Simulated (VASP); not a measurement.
Set up this calculation in VASP 6.6.1, as the native input.

| Property | Result |
| --- | --- |
| Task | single point |
| Functional | PBE |
| Dispersion | D3(BJ) |
| Potentials or basis | VASP PAW PBE potentials, release 64 (Ti_sv, O) |
| Cutoff | 520 eV |
| k mesh | 9 × 9 × 9 |
| Occupations | gaussian, width 0.05 eV |
| Spin | no spin polarisation |
| Hubbard terms | Ti d U = 4.0 eV |
| Dipole correction | no |
| Further INCAR settings | ALGO = Normal; EDIFF = 1e-06; NBANDS = 19 |

The structure of TiO2 lies in POSCAR:

```
TiO2
1.0
    1.5040433916      0.8683598570      4.1903000000
   -1.5040433916      0.8683598570      4.1903000000
    0.0000000000     -1.7367197141      4.1903000000
Ti O
1 2
Direct
    0.0000000000      0.0000000000      0.0000000000
    0.6017580785      0.6017580785      0.6017580785
    0.3982419215      0.3982419215      0.3982419215
```

These files were run (other wordings do the same):

INCAR

```
PREC     = Accurate       # precision mode
ENCUT    = 520            # plane-wave cutoff, eV
EDIFF    = 1E-6           # SCF threshold, eV
ISMEAR   = 0              # smearing method
SIGMA    = 0.05           # smearing width, eV
LREAL    = F              # projectors in reciprocal space
LASPH    = T              # aspherical terms in the spheres
NELM     = 150            # most SCF steps
ALGO     = Normal         # electronic algorithm
ISIF     = 2              # what is computed and relaxed
LWAVE    = F              # write WAVECAR
LCHARG   = T              # write CHGCAR
LMAXMIX  = 4              # l up to which the mixer works
LDAU     = T              # DFT+U
LDAUTYPE = 2            
LDAUL    = 2 -1           # shell
LDAUU    = 4 0            # U, eV
LDAUJ    = 0 0          
LDAUPRINT= 1            
GGA      = PE             # functional
IVDW     = 12             # dispersion correction
LELF     = T              # ELF
LVHAR    = T            
NBANDS   = 19             # bands
```

KPOINTS

```
regular mesh
0
Gamma
  9 9 9
```

Potentials or basis: VASP PAW PBE potentials, release 64 (Ti_sv, O).

Command:

```sh
$ cat potpaw_PBE.64/Ti_sv/POTCAR potpaw_PBE.64/O/POTCAR > POTCAR
$ mpirun -np 1 vasp_std > vasp.out
```

Results of the run:

```json
{
 "Pressure": "28.7 GPa",
 "Largest force": "2.897 eV/Å",
 "Band gap on the k mesh": "2.84 eV (least direct gap 3.28 eV)",
 "Dispersion energy per atom": "-0.231 eV"
}
```

Caveat: the stress differs along the axes, from 26 to 34 GPa; forces of over 1 eV/Å act on the atoms, so gaps and moduli don't describe the material at rest.

It took 3.2 min on 1 thread of Intel Xeon 8259CL, on a shared host, peak memory 0.24 GiB.
